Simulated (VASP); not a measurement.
# Al in VASP: a series of runs

The runs below take Al through single point, with PBE+D3(BJ).

All numbers are computed with VASP 6.6.1; they aren't measurements. Logs are shortened: lines on timing, memory, paths and dates and some standing lists are left out, and cuts for length are marked.

**1. The cell of the first run**

It takes space group P3m1 (No. 156, trigonal). The conventional cell has a = 2.814 Å, b = 2.814 Å, c = 9.241 Å, α = 90.00°, β = 90.00°, γ = 120.00°. Al (site symmetry 3m) has 12 Al at 2.39 to 2.82 Å within 3.2 Å. Within 3.2 Å of Al (site symmetry 3m) lie 9 Al at 2.39 to 2.81 Å. Al (site symmetry 3m) has 12 Al at 2.81 to 3.30 Å within 3.7 Å. Within 3.7 Å of Al (site symmetry 3m) lie 12 Al at 2.81 to 2.82 Å.

**2. Single point, PBE+D3(BJ) (atom 2 (Al) moved by +0.000 Å along [1 2 0] and -0.560 Å along [0 0 1])**

Contents of INCAR:

```
ALGO = Fast
EDIFF = 1E-7
ENCUT = 520
GGA = PE
ISIF = 2
ISMEAR = 0
IVDW = 12
LASPH = T
LCHARG = T
LELF = T
LREAL = F
LVHAR = T
LWAVE = F
NBANDS = 14
NELM = 100
PREC = Accurate
SIGMA = 0.15
```

Contents of KPOINTS:

```
k-points
0
Gamma
  18 18 4
```

Contents of POSCAR:

```
Al
1.0
    2.8144222650      0.0000000000      0.0000000000
   -1.4072111325      2.4373611785      0.0000000000
    0.0000000000      0.0000000000      9.2410470710
Al
4
Direct
    0.0000000000      0.0000000000      0.0000000000
    0.3333333333      0.6666666667      0.1894008065
    0.0000000000      0.0000000000      0.5000000000
    0.6666666667      0.3333333333      0.7500000000
```

Potentials or basis: VASP PAW PBE potentials, release 64 (Al).

On the command line:

```console
cat potpaw_PBE.64/Al/POTCAR > POTCAR
mpirun -np 1 vasp_std > vasp.out
```

OUTCAR:

```text
EDIFF = 1E-7
   ENCUT = 520
   GGA = PE
   ISIF = 2
   ISMEAR = 0
   IVDW = 12
   LASPH = T
   LREAL = F
   NELM = 100
   PREC = Accurate
 IVDW          = 12

 ion  position               nearest neighbor table
   1  0.000  0.000  0.000-   2 2.39   2 2.39   2 2.39   4 2.82   4 2.82   4 2.82
   2  0.333  0.667  0.189-   1 2.39   1 2.39   1 2.39   3 3.30   3 3.30   3 3.30
   3  0.000  0.000  0.500-   4 2.82   4 2.82   4 2.82   2 3.30   2 3.30   2 3.30
   4  0.667  0.333  0.750-   1 2.82   3 2.82   1 2.82   3 2.82   1 2.82   3 2.82

  LATTYP: Found a hexagonal cell.
 ALAT       =     2.8144222650
 C/A-ratio  =     3.2834614713

  Lattice vectors:

 A1 = (   2.8144222650,   0.0000000000,   0.0000000000)
 A2 = (  -1.4072111325,   2.4373611785,   0.0000000000)
 A3 = (   0.0000000000,   0.0000000000,   9.2410470710)

Analysis of symmetry for initial positions (statically):
=====================================================================
 Subroutine PRICEL returns:
 Original cell was already a primitive cell.

 Routine SETGRP: Setting up the symmetry group for a
 hexagonal supercell.

 Subroutine GETGRP returns: Found  6 space group operations
 (whereof  6 operations were pure point group operations)
 out of a pool of 24 trial point group operations.

The static configuration has the point symmetry C_3v.

Analysis of symmetry for dynamics (positions and initial velocities):
=====================================================================
 Subroutine PRICEL returns:
 Original cell was already a primitive cell.

 Routine SETGRP: Setting up the symmetry group for a
 hexagonal supercell.

 Subroutine GETGRP returns: Found  6 space group operations
 (whereof  6 operations were pure point group operations)
 out of a pool of 24 trial point group operations.

The dynamic configuration has the point symmetry C_3v.

 Subroutine INISYM returns: Found  6 space group operations
 (whereof  6 operations are pure point group operations),
 and found     1 'primitive' translations

----------------------------------------------------------------------------------------

                                     Primitive cell

  volume of cell :      63.3914

  direct lattice vectors                    reciprocal lattice vectors
     2.814422265  0.000000000  0.000000000     0.355312709  0.205139888  0.000000000
    -1.407211133  2.437361178  0.000000000     0.000000000  0.410279777  0.000000000
     0.000000000  0.000000000  9.241047071     0.000000000  0.000000000  0.108212846

  length of vectors
     2.814422265  2.814422265  9.241047071     0.410279777  0.410279777  0.108212846

  position of ions in fractional coordinates (direct lattice)
     0.000000000  0.000000000  0.000000000
     0.333333333  0.666666667  0.189400806
     0.000000000  0.000000000  0.500000000
     0.666666667  0.333333333  0.750000000

  ion indices of the primitive-cell ions
   primitive index   ion index
                 1           1
                 2           2
                 3           3
                 4           4

----------------------------------------------------------------------------------------

 KPOINTS: k-points

Automatic generation of k-mesh.
 Grid dimensions read from file:
 generate k-points for:   18   18    4

 Generating k-lattice:

  Cartesian coordinates                     Fractional coordinates (reciprocal lattice)
     0.019739595  0.011396660  0.000000000     0.055555556  0.000000000  0.000000000
     0.000000000  0.022793321  0.000000000     0.000000000  0.055555556  0.000000000
     0.000000000  0.000000000  0.027053211     0.000000000  0.000000000  0.250000000

  Length of vectors
     0.022793321  0.022793321  0.027053211

  Shift w.r.t. Gamma in fractional coordinates (k-lattice)
     0.000000000  0.000000000  0.000000000

 Subroutine IBZKPT returns following result:
 ===========================================

 Found    138 irreducible k-points:

 Following reciprocal coordinates:
            Coordinates               Weight
  0.000000  0.000000  0.000000      1.000000
  0.055556  0.000000  0.000000      6.000000
  0.111111  0.000000  0.000000      6.000000
  0.166667 -0.000000  0.000000      6.000000
  0.222222  0.000000  0.000000      6.000000
  0.277778  0.000000  0.000000      6.000000
[... 16 lines left out ...]
  0.333333  0.111111  0.000000     12.000000
  0.388889  0.111111  0.000000     12.000000
 [... further k-points ...]
   k-points           NKPTS =    138   k-points in BZ     NKDIM =    138   number of bands    NBANDS=     14
   number of dos      NEDOS =    301   number of ions     NIONS =      4
   total plane-waves  NPLWV =  40320
   dimension x,y,z NGX =    24 NGY =   24 NGZ =   70
   dimension x,y,z NGXF=    48 NGYF=   48 NGZF=  140
   ions per type =               4
   NGX,Y,Z   is equivalent  to a cutoff of  14.18, 14.18, 12.59 a.u.
   NGXF,Y,Z  is equivalent  to a cutoff of  28.35, 28.35, 25.19 a.u.
 SYSTEM =  unknown system
   PREC   = accura    normal or accurate (medium, high low for compatibility)
   ISTART =      0    job   : 0-new  1-cont  2-samecut
   ICHARG =      2    charge: 1-file 2-atom 10-const
   ISPIN  =      1    spin polarized calculation?
   LNONCOLLINEAR =      F non collinear calculations
   LSORBIT =      F    spin-orbit coupling
   LASPH  =      T    aspherical Exc in radial PAW
   ENCUT  =  520.0 eV  38.22 Ry    6.18 a.u.   5.23  5.23 17.18*2*pi/ulx,y,z
   NELM   =    100;   NELMIN=  2; NELMDL= -5     # of ELM steps
   EDIFF  = 0.1E-06   stopping-criterion for ELM
   LREAL  =      F    real-space projection
   EDIFFG = 0.1E-05   stopping-criterion for IOM
   NSW    =      0    number of steps for IOM
   IBRION =     -1    ionic relax: 0-MD 1-quasi-New 2-CG
   NFREE  =      0    steps in history (QN), initial steepest desc. (CG)
   ISIF   =      2    stress and relaxation
   ISYM   =      2    0-nonsym 1-usesym 2-fastsym
   POTIM  = 0.5000    time-step for ionic-motion
   TEBEG  =    0.0;   TEEND  =   0.0 temperature during run
   PSTRESS=    0.0 pullay stress
   NELECT =      12.0000    total number of electrons
   NUPDOWN=      -1.0000    fix difference up-down
   EMIN   =  10.00;   EMAX   =-10.00  energy-range for DOS
   EFERMI =   0.00;   METHOD = LEGACY
   ISMEAR =     0;   SIGMA  =   0.15  broadening in eV -4-tet -1-fermi 0-gaus
   EFERMI_NEDOS =   21; number of points for ismear=-14 and -15
   IALGO  =     68    algorithm
   IMIX   =      4    mixing-type and parameters
     AMIX     =   0.40;   BMIX     =  1.00
     AMIX_MAG =   1.60;   BMIX_MAG =  1.00
  volume/ion in A,a.u.               =      15.85       106.95
  Fermi-wavevector in a.u.,A,eV,Ry     =   0.939994  1.776331 12.021957  0.883589
  Thomas-Fermi vector in A             =   2.067362
   LORBIT       =      0    0 simple, 1 ext, 2 COOP (PROOUT), +10 PAW based schemes
   GGA     = PE    functional components
   LHFCALC =     F    Hartree Fock is set to
   AEXX    =    0.0000 exact exchange contribution
   IVDW    =    12    specifies the selected vdW correction
   LEPSILON=     F    determine dielectric tensor
   LRPA    =     F    only Hartree local field effects (RPA)
 non-spin polarized calculation
 RMM-DIIS sequential band-by-band and
 Gauss-broadening in eV      SIGMA  =   0.15
  energy-cutoff  :      520.00
  volume of cell :       63.39
 maximum number of plane-waves:      1724
 NGX is ok and might be reduce to    24
   NGX = 11   NGY = 11   NGZ = 35

 number of electron      12.0000000 magnetization

 Free energy of the ion-electron system (eV)
  ---------------------------------------------------
  ext. energy  EPLUGINS =         0.00000000
  ---------------------------------------------------
  free energy    TOTEN  =       -13.85232153 eV

  energy without entropy =      -13.83720855  energy(sigma->0) =      -13.84476504

 E-fermi :   8.3440     XC(G=0): -10.2925

 val. band max:        8.3200721325   @ k =   0.3333  -0.0000   0.5000
 cond. band min:       8.3567765305   @ k =   0.3333   0.3333   0.5000
 fundamental gap:      0.0367043979
 Fermi energy:         8.3439913921

 k-point     1 :       0.0000    0.0000    0.0000
  band No.  band energies     occupation
      1      -3.5153      2.00000
      2      -1.8667      2.00000
      3      -0.5645      2.00000
      4       3.8326      2.00000
      5       3.9371      2.00000
      6      11.5833      0.00000
      7      12.1215      0.00000
      8      18.3603      0.00000
      9      18.3603      0.00000
     10      18.8059      0.00000
     11      18.8059      0.00000
     12      20.0906      0.00000
     13      20.0906      0.00000
     14      20.5332      0.00000

 k-point     2 :       0.0556    0.0000    0.0000
  band No.  band energies     occupation
      1      -3.4389      2.00000
      2      -1.7908      2.00000
      3      -0.4888      2.00000
      4       3.9059      2.00000
      5       4.0091      2.00000
      6      11.6460      0.00000
      7      12.1713      0.00000
      8      16.9448      0.00000
      9      17.4858      0.00000
     10      18.6012      0.00000
     11      18.8655      0.00000
     12      19.2063      0.00000
     13      19.7868      0.00000
     14      19.8737      0.00000

 k-point     3 :       0.1111    0.0000    0.0000
  band No.  band energies     occupation
      1      -3.2102      2.00000
      2      -1.5633      2.00000
      3      -0.2617      2.00000
      4       4.1249      2.00000
      5       4.2248      2.00000
      6      11.8266      0.00000
      7      12.2931      0.00000
      8      15.0068      0.00000
      9      16.5397      0.00000
     10      16.5674      0.00000
     11      17.6758      0.00000
     12      18.2722      0.00000
     13      18.4147      0.00000
     14      19.6045      0.00000

 k-point     4 :       0.1667   -0.0000    0.0000
  band No.  band energies     occupation
      1      -2.8299      2.00000
      2      -1.1850      2.00000
      3       0.1159      2.00000
      4       4.4871      2.00000
      5       4.5832      2.00000
      6      11.9705      0.00000
      7      12.2850      0.00000
      8      13.3971      0.00000
      9      14.5748      0.00000
     10      15.7135      0.00000
     11      15.7219      0.00000
     12      17.4374      0.00000
     13      17.4669      0.00000
     14      18.8005      0.00000

 k-point     5 :       0.2222    0.0000    0.0000
  band No.  band energies     occupation
      1      -2.2997      2.00000
      2      -0.6573      2.00000
      3       0.6425      2.00000
      4       4.9876      2.00000
      5       5.0808      2.00000
      6      10.6471      0.00000
      7      12.1280      0.00000
      8      12.8597      0.00000
      9      13.3800      0.00000
     10      13.8964      0.00000
     11      15.0138      0.00000
[... 276 lines left out ...]
 k-point    22 :       0.2778    0.1111    0.0000
  band No.  band energies     occupation
      1      -0.5747      2.00000
      2       1.0597      2.00000
      3       2.3543      2.00000
      4       6.3595      2.00000
      5       6.6639      2.00000
      6       7.6116      2.00000
      7       9.0009      0.00000
      8      10.2259      0.00000
      9      11.0640      0.00000
     10      12.7217      0.00000
     11      13.8384      0.00000
     12      14.2944      0.00000
     13      14.5006      0.00000
     14      14.9417      0.00000

 k-point    23 :       0.3333    0.1111    0.0000
  band No.  band energies     occupation
      1       0.3885      2.00000
      2       2.0176      2.00000
      3       3.3013      2.00000
      4       5.5118      2.00000
      5       7.1210      2.00000
      6       7.5328      2.00000
      7       7.9991      1.99885
      8       8.6991      0.00081
      9      10.6830      0.00000
     10      12.3276      0.00000
     11      12.7088      0.00000
     12      13.2438      0.00000
     13      13.9545      0.00000
     14      15.3175      0.00000

 k-point    24 :       0.3889    0.1111    0.0000
  band No.  band energies     occupation
      1       1.4884      2.00000
      2       3.1063      2.00000
      3       4.0107      2.00000
      4       4.4301      2.00000
      5       5.8205      2.00000
      6       7.0546      2.00000
      7       8.7014      0.00075
      8       8.7874      0.00003
      9      10.3593      0.00000
     10      11.2834      0.00000
     11      11.7315      0.00000
     12      12.5021      0.00000
     13      13.7058      0.00000
     14      16.1910      0.00000

 [... further k-points ...]

------------------------ aborting loop because EDIFF is reached ----------------------------------------

 Edisp (eV)   -1.40668

 E8    (eV) :    -0.6300

  FORCE on cell =-STRESS in cart. coord.  units (eV):
  Direction    XX          YY          ZZ          XY          YZ          ZX
  --------------------------------------------------------------------------------------
  -------------------------------------------------------------------------------------
  Total       2.11892     2.11892     5.00072     0.00000     0.00000     0.00000
  in kB      53.55433    53.55433   126.38999     0.00000     0.00000     0.00000
  external pressure =       77.83 kB  Pullay stress =        0.00 kB

 VOLUME and BASIS-vectors are now :
 -----------------------------------------------------------------------------
  energy-cutoff  :      520.00
  volume of cell :       63.39
      direct lattice vectors                 reciprocal lattice vectors
     2.814422265  0.000000000  0.000000000     0.355312709  0.205139888  0.000000000
    -1.407211133  2.437361178  0.000000000     0.000000000  0.410279777  0.000000000
     0.000000000  0.000000000  9.241047071     0.000000000  0.000000000  0.108212846

 POSITION                                       TOTAL-FORCE (eV/Angst)
 -----------------------------------------------------------------------------------
      0.00000      0.00000      0.00000        -0.000000     -0.000000     -3.740524
     -0.00000      1.62491      1.75026        -0.000000      0.000000      4.404936
      0.00000      0.00000      4.62052         0.000000     -0.000000     -0.683017
      1.40721      0.81245      6.93079         0.000000      0.000000      0.018605
 -----------------------------------------------------------------------------------
    total drift:                               -0.000000      0.000000      0.000031

  FREE ENERGIE OF THE ION-ELECTRON SYSTEM (eV)
  ---------------------------------------------------
  free  energy   TOTEN  =       -15.2590031826 eV

  energy  without entropy=      -15.2438902063  energy(sigma->0) =      -15.25144669
```

Wall time 4.5 min (1 thread of AMD EPYC 7R13, shared host); peak memory 0.22 GiB.

What came out:

```yaml
Free_energy: -15.2590 eV
Pressure: 7.8 GPa
Largest_force: 4.405 eV/Å
Band_gap_on_the_k_mesh: zero (band 6 reaches 12.10 eV, above the bottom of band 7 at 7.21 eV)
Dispersion_energy_per_atom: -0.352 eV
```

Forces in eV/Å, atoms in the order of the input:
```
Al   0.000  0.000 -3.741
Al   0.000  0.000  4.405
Al   0.000  0.000 -0.683
Al   0.000  0.000  0.019
```

Stress tensor (GPa, compression positive):
```
 5.36  0.00  0.00
 0.00  5.36  0.00
 0.00  0.00 12.64
```

Caveat: the cell differs from its parent crystal (atom 2 (Al) moved by +0.000 Å along [1 2 0] and -0.560 Å along [0 0 1]); pairwise dispersion overbinds metals, which lowers pressure and volume; forces of over 1 eV/Å act on the atoms, so gaps and moduli don't describe the material at rest.

**3. Single point, PBE+D3(BJ) (atom 2 (Al) moved by +0.140 Å along [1 2 0] and -0.560 Å along [0 0 1])**

Contents of INCAR:

```
SYSTEM = Al
PREC = Accurate
ENCUT = 520
EDIFF = 1E-6
ISMEAR = 0
SIGMA = 0.15
LREAL = .False.
LASPH = .True.
NELM = 80
ALGO = Fast
ISIF = 2
LWAVE = .False.
LCHARG = .True.
GGA = PE
IVDW = 12
LELF = .True.
LVHAR = .True.
NBANDS = 14
```

Contents of KPOINTS:

```
Automatic mesh
0
Gamma
  18 18 4
  0 0 0
```

POSCAR: that of step 2 with these lines changed.

```diff
@@ -9,3 +9,3 @@
     0.0000000000      0.0000000000      0.0000000000
-    0.3333333333      0.6666666667      0.1894008065
+    0.3620529177      0.7241058354      0.1894008065
     0.0000000000      0.0000000000      0.5000000000
```

Potentials or basis: VASP PAW PBE potentials, release 64 (Al).

On the command line:

```console
cat potpaw_PBE.64/Al/POTCAR > POTCAR
mpirun -np 1 vasp_std > vasp.out
```

It took 3.1 min on 1 thread of Intel Xeon 6975P-C, shared host; peak memory 0.37 GiB.

It converged, with:

```
Free energy                : -15.2244 eV
Pressure                   : 7.9 GPa
Largest force              : 4.525 eV/Å
Band gap on the k mesh     : zero (band 6 reaches 12.11 eV, above the bottom of band 7 at 7.20 eV)
Dispersion energy per atom : -0.352 eV
```

Forces in eV/Å, atoms in the order of the input:
```
Al   0.000  0.439 -3.840
Al   0.000 -0.461  4.502
Al   0.000  0.005 -0.681
Al   0.000  0.017  0.019
```

Stress tensor (GPa, compression positive):
```
 6.76  0.00  0.00
 0.00  3.98 -1.98
 0.00 -1.98 13.09
```

Levels at points of the mesh, in eV from the Fermi level:
| k point | band 4 | band 5 | band 6 | band 7 | band 8 | band 9 |
| --- | --- | --- | --- | --- | --- | --- |
| (0.00, 0.00, 0.00) | -4.51 | -4.41 | 3.24 | 3.78 | 9.92 | 10.13 |
| (0.50, 0.00, 0.00) | -4.16 | -2.82 | -2.74 | 1.12 | 1.26 | 1.60 |
| (0.00, 0.50, 0.00) | -4.15 | -2.86 | -2.77 | 1.04 | 1.31 | 1.55 |
| (0.00, 0.00, 0.50) | -6.87 | -1.16 | -0.51 | 8.18 | 8.50 | 9.93 |
| (0.50, 0.00, 0.50) | -4.47 | -1.96 | -1.74 | -0.87 | -0.67 | 4.25 |
| (0.00, 0.50, 0.50) | -4.47 | -1.99 | -1.76 | -0.92 | -0.63 | 4.28 |

Caveat: the cell differs from its parent crystal (atom 2 (Al) moved by +0.140 Å along [1 2 0] and -0.560 Å along [0 0 1]); pairwise dispersion overbinds metals, which lowers pressure and volume; forces of over 1 eV/Å act on the atoms, so gaps and moduli don't describe the material at rest.
